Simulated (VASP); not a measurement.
Set up this calculation in VASP 6.6.1, as the native input.

```yaml
Task: single point
Functional: LDA
Potentials_or_basis: VASP PAW LDA potentials, release 64 (Ag)
Cutoff: 500 eV
k_mesh: 9 × 9 × 4
Occupations: gaussian, width 0.1 eV
Spin: no spin polarisation
Dipole_correction: no
Further_INCAR_settings: ALGO = Normal; EDIFF = 1e-06; NBANDS = 18
```

The structure of Ag lies in POSCAR:

```
Ag
1.0
    2.9299980804      0.0000000000      0.0000000000
   -1.4649990402      2.5374527707      0.0000000000
    0.0000000000      0.0000000000      4.7900000000
Ag
2
Direct
    0.3333333333      0.6666666667      0.2500000000
    0.6666666667      0.3333333333      0.7500000000
```

One way to write it, as run:

INCAR

```
SYSTEM = Ag
ALGO = Normal
EDIFF = 1E-6
ENCUT = 500
GGA_COMPAT = .False.
ISIF = 2
ISMEAR = 0
LASPH = .True.
LCHARG = .False.
LREAL = .False.
LWAVE = .False.
NBANDS = 18
NELM = 120
PREC = Accurate
SIGMA = 0.1
```

KPOINTS

```
k-points
0
Gamma
  9 9 4
  0 0 0
```

Potentials or basis: VASP PAW LDA potentials, release 64 (Ag).

Launch:

```console
$ cat potpaw_LDA.64/Ag/POTCAR > POTCAR
$ mpirun -np 1 vasp_std > vasp.out
```

It gave:

- Pressure: -10.5 GPa
- Band gap on the k mesh: zero (band 11 reaches 11.50 eV, above the bottom of band 12 at 4.23 eV)

It took 23 s on 1 thread of Intel Xeon 8259CL, with other jobs on the host, peak memory 0.15 GiB.
